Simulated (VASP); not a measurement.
Write the native input for VASP 6.6.1 that does the following.

```yaml
Task: single point
Functional: PBEsol
Potentials_or_basis: VASP PAW PBE potentials, release 64 (Ba_sv, Re)
Cutoff: 520 eV
k_mesh: 8 × 8 × 8
Occupations: gaussian, width 0.05 eV
Spin: no spin polarisation
Dipole_correction: no
Further_INCAR_settings: ALGO = Normal; EDIFF = 1e-07; NBANDS = 16
```

The structure of BaRe lies in POSCAR:

```
BaRe
1.0
    3.7233438108      0.0000000000      0.0000000000
    0.0000000000      3.7233438108      0.0000000000
    0.0000000000      0.0000000000      3.7233438108
Ba Re
1 1
Direct
    0.0000000000      0.0000000000      0.0000000000
    0.5000000000      0.5000000000      0.5000000000
```

These files were run (other wordings do the same):

INCAR

```
PREC = Accurate
ENCUT = 520
EDIFF = 1E-7
ISMEAR = 0
SIGMA = 0.05
LREAL = F
LASPH = T
NELM = 100
ALGO = Normal
ISIF = 2
LWAVE = F
LCHARG = F
GGA = PS
NBANDS = 16
```

KPOINTS

```
regular mesh
0
Gamma
  8 8 8
```

Potentials or basis: VASP PAW PBE potentials, release 64 (Ba_sv, Re).

Run with:

```sh
$ cat potpaw_PBE.64/Ba_sv/POTCAR potpaw_PBE.64/Re/POTCAR > POTCAR
$ mpirun -np 1 vasp_std > vasp.out
```

It gave:

| Item | Value |
| --- | --- |
| Pressure | -2.5 GPa |

Caveat: the PAW data sets were made with another functional, which shifts forces and pressure a little.

Wall time 15 s on 1 thread of Intel(R) Xeon(R) Platinum 8488C (Sapphire Rapids), with other jobs on the host, peak memory 0.17 GiB.
